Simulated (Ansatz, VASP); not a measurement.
# Two plane-wave programs on SiO2

The input INCAR:

```
SYSTEM = SiO2
ALGO = Normal
EDIFF = 1E-6
ENCUT = 520
ISIF = 2
ISMEAR = 0
LASPH = .TRUE.
LCHARG = .FALSE.
LREAL = .FALSE.
LWAVE = .FALSE.
NBANDS = 25
NELM = 60
PREC = Accurate
SIGMA = 0.05
```

KPOINTS

```
k-points
0
G
  6 6 10
  0 0 0
```

POSCAR

```
SiO2
1.0
    4.3092533754      0.0000000000      0.0000000000
    0.0000000000      4.3092533754      0.0000000000
    0.0000000000      0.0000000000      2.4743732881
Si O
2 4
Direct
    0.5000000000      0.5000000000      0.5000000000
    0.0000000000      0.0000000000      0.0000000000
    0.6944252994      0.6944252994      0.0000000000
    0.1944252994      0.8055747006      0.5000000000
    0.3055747006      0.3055747006      0.0000000000
    0.8055747006      0.1944252994      0.5000000000
```

Input for Ansatz:

```yaml
crystal:
  lattice:
    - [4.3092533754, 0.0, 0.0]
    - [0.0, 4.3092533754, 0.0]
    - [0.0, 0.0, 2.4743732881]
  atoms:
    - { symbol: Si, position: [0.5, 0.5, 0.5] }
    - { symbol: Si, position: [0.0, 0.0, 0.0] }
    - { symbol: O, position: [0.6944252994, 0.6944252994, 0.0] }
    - { symbol: O, position: [0.1944252994, 0.8055747006, 0.5] }
    - { symbol: O, position: [0.3055747006, 0.3055747006, 0.0] }
    - { symbol: O, position: [0.8055747006, 0.1944252994, 0.5] }
basis:
  ecutwfc: 520.0
kpoints:
  mp_grid: { grid: [6, 6, 10] }
hamiltonian:
  xc: lda
  pseudopotentials: { kind: paw, azcp: { folder: soft_1 } }
scf:
  occupations: { method: gaussian, width: 0.05 }
output:
  forces: true
  stress: true
  eigenvalues: true
```

Alike in both runs: task single point; functional LDA; k mesh 6 × 6 × 10; occupations gaussian, width 0.05 eV; no spin polarisation.

|  | VASP | Ansatz |
| --- | --- | --- |
| version | VASP 6.6.1 | Ansatz 0.2.0 |
| potentials or method | VASP PAW LDA potentials, release 64 (Si, O), cutoff 520 eV | scalar-relativistic, plane waves, PAW |
| valence electrons in the cell | 32 | 32 |

```csv
,VASP,Ansatz,Ansatz less VASP
gap on the k mesh at the Fermi level (eV),5.96,5.98,+0.013
least direct gap on the mesh (eV),5.96,5.98,+0.013
pressure (GPa),8.8,7.6,-1.19
"traceless stress, the component that is largest in VASP (GPa)",41.27,40.20,-1.072
rms of the force components (eV/Å),0.277,0.315,+0.0386
```

Ansatz warns that its potentials were made for another functional, while VASP's fit it. LDA's correlation is that of Perdew and Zunger in VASP and of Perdew and Wang (1992) in Ansatz. Atom by atom the forces differ by 0.039 eV/Å (rms over components).
